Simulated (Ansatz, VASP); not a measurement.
CdTe: VASP beside Ansatz

```xyz
2
Lattice="0.0000 3.3011 3.3011 3.3011 0.0000 3.3011 3.3011 3.3011 0.0000" Properties=species:S:1:pos:R:3 pbc="T T T"
Cd    0.0000    0.0000    0.0000
Te    4.9517    4.9517    4.9517
```

Change from the starting cell: strain +0.030 along x and y, +0.030 along z, atoms carried along.

Alike in both runs: task single point; functional PBE; k mesh 8 × 8 × 8; occupations gaussian, width 0.05 eV; no spin polarisation.

|  | VASP | Ansatz |
| --- | --- | --- |
| version | VASP 6.6.1 | Ansatz 0.2.0 |
| potentials or method | VASP PAW PBE potentials, release 64 (Cd, Te), cutoff 520 eV | scalar-relativistic, plane waves, PAW |
| valence electrons in the cell | 18 | 36 |

Ansatz gave:

```
gap on the k mesh at the Fermi level (eV) : 0.61
least direct gap on the mesh (eV)         : 0.61
pressure (GPa)                            : 0.3
```

Which values does VASP return?

gap on the k mesh at the Fermi level (eV): 0.60; least direct gap on the mesh (eV): 0.60; pressure (GPa): 0.4.

The functional is the same, so the differences come from potentials, cutoffs and numerics. VASP's potentials hold 18 valence electrons a cell and Ansatz's 36, so a difference there can come from the potentials and not from the codes.

Spin-orbit coupling is off throughout.
